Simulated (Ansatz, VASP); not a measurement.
# Two plane-wave programs on ZnCu

The input INCAR:

```
PREC = Accurate
ENCUT = 820
EDIFF = 1E-6
ISMEAR = 0
SIGMA = 0.1
LREAL = False
LASPH = True
NELM = 120
ALGO = Normal
ISIF = 2
LWAVE = False
LCHARG = False
GGA = PS
NBANDS = 22
GGA_COMPAT = False
```

File KPOINTS:

```
Automatic mesh
0
Gamma
  14 14 14
```

Contents of POSCAR:

```
ZnCu
1.0
    2.8178869517      0.0000000000      0.0000000000
    0.0000000000      2.8178869517      0.0000000000
    0.0000000000      0.0000000000      2.8178869517
Zn Cu
1 1
Direct
    0.5000000000      0.5000000000      0.5000000000
    0.0000000000      0.0000000000      0.0000000000
```

Input for Ansatz:

```yaml
crystal:
  lattice:
    - [2.8178869517, 0.0, 0.0]
    - [0.0, 2.8178869517, 0.0]
    - [0.0, 0.0, 2.8178869517]
  atoms:
    - { symbol: Zn, position: [0.5, 0.5, 0.5] }
    - { symbol: Cu, position: [0.0, 0.0, 0.0] }
basis:
  ecutwfc: 420
kpoints:
  mp_grid: { grid: [14, 14, 14] }
hamiltonian:
  xc: pbesol
scf:
  occupations: { method: gaussian, width: 0.1 }
output:
  forces: true
  stress: true
  eigenvalues: true
```

Alike in both runs: task single point; functional PBEsol; k mesh 14 × 14 × 14; occupations gaussian, width 0.1 eV; no spin polarisation.

```csv
,VASP,Ansatz
version,VASP 6.6.1,Ansatz 0.2.0
potentials or method,"VASP PAW PBE potentials, release 64 (Zn, Cu_sv_GW), cutoff 820 eV","scalar-relativistic, plane waves, PAW"
valence electrons in the cell,31,31
```

```tsv
	VASP	Ansatz	Ansatz less VASP
gap on the k mesh at the Fermi level (eV)	none	none	-
pressure (GPa)	16.0	16.4	+0.40
```

VASP's potentials were made for PBE, not for PBEsol. A gap of «none» marks a metal or a gap that the smearing closes.
